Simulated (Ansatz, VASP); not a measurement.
# Two plane-wave programs on S

```
S
1.0
     3.72609    0.00000    0.00000
    -1.86305    3.22689    0.00000
     0.00000    0.00000    4.69855
S
3
Direct
  0.24757 0.00000 0.33333
  0.00000 0.24757 0.66667
  0.75243 0.75243 0.00000
```

Alike in both runs: task relaxation of cell and atoms; functional PBE; dispersion D3(BJ); k mesh 6 × 6 × 4; occupations gaussian, width 0.1 eV; no spin polarisation.

|  | VASP | Ansatz |
| --- | --- | --- |
| version | VASP 6.6.1 | Ansatz 0.2.0 |
| potentials or method | VASP PAW PBE potentials, release 64 (S), cutoff 600 eV | scalar-relativistic, plane waves, PAW |
| valence electrons in the cell | 18 | 18 |

|  | VASP | Ansatz | Ansatz less VASP |
| --- | --- | --- | --- |
| gap on the k mesh at the Fermi level, each at its own relaxed structure (eV) | 1.74 | 1.60 | -0.135 |
| relaxed volume (Å³/atom) | 23.03 | 22.66 | -0.366 |
| relaxed cell length with the largest relative difference (Å) | 4.252 | 4.208 | -0.0438 |

Noted on VASP's run: the volume moved by over 15 % at a fixed basis, so the end points are rough.
